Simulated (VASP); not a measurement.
Nb, 1 atom in the cell. The structure is cubic, space group Fm-3m (No. 225). The conventional cell has a = 4.228 Å, b = 4.228 Å, c = 4.228 Å, α = 90.00°, β = 90.00°, γ = 90.00°. Nb (site symmetry m-3m) has 12 Nb at 2.99 Å within 3.9 Å. This isn't the form of Nb at room conditions, which is bcc.

| Property | Result |
| --- | --- |
| Program | VASP 6.6.1 |
| Task | single point |
| Functional | PBE |
| Potentials or basis | VASP PAW PBE potentials, release 64 (Nb_sv) |
| Cutoff | 500 eV |
| k mesh | 9 × 9 × 9 |
| Occupations | fermi-dirac, width 0.05 eV |
| Spin | no spin polarisation |
| Dipole correction | no |
| Further INCAR settings | ALGO = Normal; EDIFF = 1e-06; NBANDS = 12 |

Potentials or basis: VASP PAW PBE potentials, release 64 (Nb_sv).

Launch:

```console
$ cat potpaw_PBE.64/Nb_sv/POTCAR > POTCAR
$ mpirun -np 1 vasp_std > vasp.out
```

Hardware: 1 thread of Intel(R) Xeon(R) Platinum 8488C (Sapphire Rapids), with other jobs on the host.

Problem. Estimate the wall time of this run.

Solution. Wall time 5.3 s on 1 thread of Intel(R) Xeon(R) Platinum 8488C (Sapphire Rapids), on a shared host, peak memory 0.13 GiB. Counts: scf iterations 12, k points 35.
